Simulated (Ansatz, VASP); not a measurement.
**Two plane-wave programs on As**

```
As
1.0
     2.75776    0.00000    0.00000
     0.00000    2.75776    0.00000
     0.00000    0.00000    2.70368
As
1
Direct
  0.50000 0.50000 0.50000
```

Alike in both runs: task single point; functional PBEsol; k mesh 8 × 8 × 8; occupations fermi-dirac, width 0.05 eV; no spin polarisation.

```csv
,VASP,Ansatz
version,VASP 6.6.1,Ansatz 0.2.0
potentials or method,"VASP PAW PBE potentials, release 64 (As)",Ansatz PAW
plane-wave cutoff (eV),520,420
valence electrons in the cell,5,15
```

VASP gave:

- gap on the k mesh at the Fermi level (eV): none
- pressure (GPa): -3.5
- traceless stress, the component that is largest in VASP (GPa): 1.17

**Question.** Which values does Ansatz return?

**Answer.** gap on the k mesh at the Fermi level (eV): none; pressure (GPa): -3.7; traceless stress, the component that is largest in VASP (GPa): 1.14.

VASP's potentials were made for PBE, not for PBEsol. A gap of «none» marks a metal or a gap that the smearing closes. With one functional, cell and mesh, what is left measures potentials, basis and numerics. VASP's potentials hold 5 valence electrons a cell and Ansatz's 15, so a difference there can come from the potentials and not from the codes.
